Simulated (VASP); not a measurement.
Write the native input for VASP 6.6.1 that does the following.

| Item | Value |
| --- | --- |
| Task | single point |
| Functional | PBE |
| Potentials or basis | VASP PAW PBE potentials, release 64 (Hf_pv, O) |
| Cutoff | 600 eV |
| k mesh | 6 × 6 × 6 |
| Occupations | gaussian, width 0.01 eV |
| Spin | no spin polarisation |
| Dipole correction | no |
| Further INCAR settings | ALGO = Normal; EDIFF = 1e-06; NBANDS = 18 |

The structure of HfO2 lies in POSCAR:

```
HfO2
1.0
    0.0000000000      2.5291823184      2.5291823184
    2.5291823184      0.0000000000      2.5291823184
    2.5291823184      2.5291823184      0.0000000000
Hf O
1 2
Direct
    0.0000000000      0.0000000000      0.0000000000
    0.2500000000      0.2500000000      0.2500000000
    0.7500000000      0.7500000000      0.7500000000
```

These files were run (other wordings do the same):

INCAR

```
PREC = Accurate ; ENCUT = 600
EDIFF = 1E-6 ; ISMEAR = 0
SIGMA = 0.01 ; LREAL = False
LASPH = True ; NELM = 120
ALGO = Normal ; ISIF = 2
LWAVE = False ; LCHARG = False
GGA = PE ; NBANDS = 18
GGA_COMPAT = False
```

KPOINTS

```
Automatic mesh
0
Gamma
  6 6 6
```

Potentials or basis: VASP PAW PBE potentials, release 64 (Hf_pv, O).

Run with:

```console
$ cat potpaw_PBE.64/Hf_pv/POTCAR potpaw_PBE.64/O/POTCAR > POTCAR
$ mpirun -np 1 vasp_std > vasp.out
```

Results of the run:

```yaml
Pressure: 1.9 GPa
Band_gap_on_the_k_mesh: 3.82 eV
```

Caveat: spin-orbit coupling is left out, which moves the levels of the heavy elements.

It took 18 s on 1 thread of Intel Xeon 8259CL, with other jobs on the host, peak memory 0.17 GiB.
